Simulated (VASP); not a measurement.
# C: single point with r2SCAN

The system is C.

```
C
1.0
     2.14141   -1.23642    0.00000
     2.14141    1.23642    0.00000
    -1.38820    0.00000    3.52603
C
2
Direct
  0.16664 0.16664 0.99991
  0.83336 0.83336 0.00009
```

```yaml
Program: VASP 6.6.1
Task: single point
Functional: r2SCAN
Potentials_or_basis: VASP PAW PBE potentials, release 64 (C)
Cutoff: 520 eV
k_mesh: 13 × 13 × 8
Occupations: fermi-dirac, width 0.05 eV
Spin: no spin polarisation
```

```
Pressure               : -4.8 GPa
Largest force          : 0.011 eV/Å
Band gap on the k mesh : 0.98 eV, indirect (least direct gap 0.99 eV)
```

Forces in eV/Å, atoms in the order of the input:
```
C   -0.002  0.000  0.010
C    0.002  0.000 -0.010
```

Stress tensor (GPa, compression positive):
```
-7.16  0.00 -0.03
 0.00 -7.23  0.00
-0.03  0.00  0.07
```

Levels at points of the mesh, in eV from the valence-band top:
```
           k point  band 1  band 2  band 3  band 4  band 5  band 6  band 7  band 8  band 9
(0.00, 0.00, 0.00)  -20.36   -6.73   -2.80   -2.79    4.51    9.03    9.03   12.59   13.26
(0.00, 0.00, 0.50)  -20.15   -8.30   -2.81   -2.81    8.99    9.00   10.37   12.75   13.12
```

It took 2.1 min on 1 thread of Intel(R) Xeon(R) 6975P-C (Granite Rapids), on a shared host, peak memory 0.16 GiB.

Caveat: the PAW data sets were made with another functional, which shifts forces and pressure a little. A k mesh can miss the band edges.
